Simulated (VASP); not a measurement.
**SnRu4: single point with PBE**

The system is SnRu4.

```
Sn Ru
1.0
     6.18104    0.00000    0.00000
     0.00000    6.18104    0.00000
     0.00000    0.00000    2.65964
Sn Ru
1 4
Direct
  0.50000 0.50000 0.50000
  0.18674 0.18674 0.50000
  0.81326 0.81326 0.50000
  0.18674 0.81326 0.50000
  0.81326 0.18674 0.50000
```

The cell was generated, and may not be a known phase.

```
Program                : VASP 6.6.1
Task                   : single point
Functional             : PBE
Potentials or basis    : VASP PAW PBE potentials, release 64 (Sn_d, Ru_pv)
Cutoff                 : 500 eV
k mesh                 : 4 × 4 × 6
Occupations            : gaussian, width 0.1 eV
Spin                   : collinear spin, ferromagnetic start
Starting moments       : [0.0, 1.0, 1.0, 1.0, 1.0] μB
Dipole correction      : no
Further INCAR settings : ALGO = Normal; EDIFF = 1e-06; NBANDS = 47
```

```yaml
Pressure: 0.2 GPa
Largest_force: 0.105 eV/Å
Band_gap_on_the_k_mesh: zero (filled and empty bands overlap)
Net_moment: 0.00 μB per cell
Valence_electrons_inside_the_program's_atomic_spheres: Sn 12.49; Ru 12.67
```

Forces in eV/Å, atoms in the order of the input:
```
Sn   0.000  0.000  0.000
Ru   0.074  0.074  0.000
Ru  -0.074 -0.074  0.000
Ru   0.074 -0.074  0.000
Ru  -0.074  0.074  0.000
```

Stress tensor (GPa, compression positive):
```
 0.46  0.00  0.00
 0.00  0.46  0.00
 0.00  0.00 -0.24
```

Levels at points of the mesh, in eV from the Fermi level:
Spin up:
| k point | band 32 | band 33 | band 34 | band 35 | band 36 | band 37 | band 38 | band 39 |
| --- | --- | --- | --- | --- | --- | --- | --- | --- |
| (0.00, 0.00, 0.00) | -0.83 | -0.83 | -0.06 | -0.06 | 0.13 | 0.41 | 0.97 | 0.97 |
| (0.50, 0.00, 0.00) | -1.28 | -1.12 | -0.86 | -0.80 | 0.80 | 0.86 | 0.88 | 0.97 |
| (0.50, 0.50, 0.00) | -1.41 | -1.09 | -0.80 | -0.80 | -0.16 | 0.89 | 0.89 | 1.01 |
| (0.00, 0.00, 0.50) | -1.38 | -1.33 | -0.50 | 0.88 | 1.42 | 1.42 | 1.99 | 2.27 |
| (0.50, 0.00, 0.50) | -0.98 | -0.98 | -0.79 | -0.60 | 1.24 | 1.40 | 1.79 | 2.14 |
| (0.50, 0.50, 0.50) | -1.73 | -0.77 | -0.60 | -0.60 | -0.08 | 1.01 | 1.80 | 2.38 |
Spin down:
| k point | band 33 | band 34 | band 35 | band 36 | band 37 | band 38 |
| --- | --- | --- | --- | --- | --- | --- |
| (0.00, 0.00, 0.00) | -0.83 | -0.06 | -0.06 | 0.13 | 0.41 | 0.97 |
| (0.50, 0.00, 0.00) | -1.12 | -0.86 | -0.80 | 0.80 | 0.86 | 0.88 |
| (0.50, 0.50, 0.00) | -1.09 | -0.80 | -0.80 | -0.16 | 0.89 | 0.89 |
| (0.00, 0.00, 0.50) | -1.33 | -0.50 | 0.88 | 1.42 | 1.42 | 1.99 |
| (0.50, 0.00, 0.50) | -0.98 | -0.79 | -0.60 | 1.24 | 1.40 | 1.79 |
| (0.50, 0.50, 0.50) | -0.77 | -0.60 | -0.60 | -0.08 | 1.01 | 1.80 |

Run time: 2.4 min on 1 thread of Oxide Virtual Turin-like Processor, with other jobs on the host, peak memory 0.3 GiB.

Caveat: the k points lie up to 0.39 Å⁻¹ apart, too coarse for converged energies and pressures of a metal; spin-orbit coupling is left out, which moves the levels of the heavy elements.
